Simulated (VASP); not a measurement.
Here is a VASP 6.6.1 calculation.

File INCAR:

```
SYSTEM = CdRe
PREC = Accurate
ENCUT = 600
EDIFF = 1E-6
ISMEAR = -1
SIGMA = 0.05
LREAL = .False.
LASPH = .True.
NELM = 120
ALGO = Normal
ISIF = 2
LWAVE = .False.
LCHARG = .True.
LELF = .True.
LVHAR = .True.
NBANDS = 27
GGA_COMPAT = .False.
```

File KPOINTS:

```
Automatic mesh
0
Gamma
  4 4 4
  0 0 0
```

File POSCAR:

```
CdRe
1.0
    4.5625346457      0.0000000000      0.0000000000
    0.0000000000      3.7687620947      0.0000000000
    0.0000000000      0.0000000000      3.7687620947
Cd Re
2 2
Direct
    0.0000000000      0.0000000000      0.0000000000
    0.0000000000      0.5000000000      0.5000000000
    0.5000000000      0.0000000000      0.5000000000
    0.5000000000      0.5000000000      0.0000000000
```

Potentials or basis: VASP PAW LDA potentials, release 64 (Cd, Re).

Command:

```bash
$ cat potpaw_LDA.64/Cd/POTCAR potpaw_LDA.64/Re/POTCAR > POTCAR
$ mpirun -np 1 vasp_std > vasp.out
```

Estimate the pressure.

1.5 GPa.

Predict the band gap on the k mesh.

zero (bands 19 and 20 overlap by 2.16 eV).

Caveat: the k points lie up to 0.42 Å⁻¹ apart, too coarse for converged energies and pressures of a metal; spin-orbit coupling is left out, which moves the levels of the heavy elements.
